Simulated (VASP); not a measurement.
Input of a VASP 6.6.1 run:

INCAR

```
PREC = Accurate
ENCUT = 520
EDIFF = 1E-6
ISMEAR = -1
SIGMA = 0.02
LREAL = False
LASPH = True
NELM = 60
ALGO = Normal
ISIF = 2
LWAVE = False
LCHARG = False
NBANDS = 20
```

File KPOINTS:

```
regular mesh
0
Gamma
  10 10 10
```

File POSCAR:

```
WSe2
1.0
    1.6433003450      0.9487598965      6.4972669940
   -1.6433003450      0.9487598965      6.4972669940
    0.0000000000     -1.8975197931      6.4972669940
W Se
1 2
Direct
    0.0000000000      0.0000000000      0.0000000000
    0.2462563272      0.2462563272      0.2462563272
    0.7537436728      0.7537436728      0.7537436728
```

Potentials or basis: VASP PAW LDA potentials, release 64 (W_sv, Se).

Command:

```console
$ cat potpaw_LDA.64/W_sv/POTCAR potpaw_LDA.64/Se/POTCAR > POTCAR
$ mpirun -np 1 vasp_std > vasp.out
```

Q: Predict the band gap on the k mesh.

A: Zero (band 13 reaches 6.93 eV, above the bottom of band 14 at 6.53 eV).

Q: Estimate the pressure.

A: -3.8 GPa.

Q: What does it give for the largest force?

A: 0.091 eV/Å.

Stress tensor (GPa, compression positive):
```
-4.46  0.00  0.00
 0.00 -4.46  0.00
 0.00  0.00 -2.42
```

Caveat: spin-orbit coupling is left out, which moves the levels of the heavy elements.
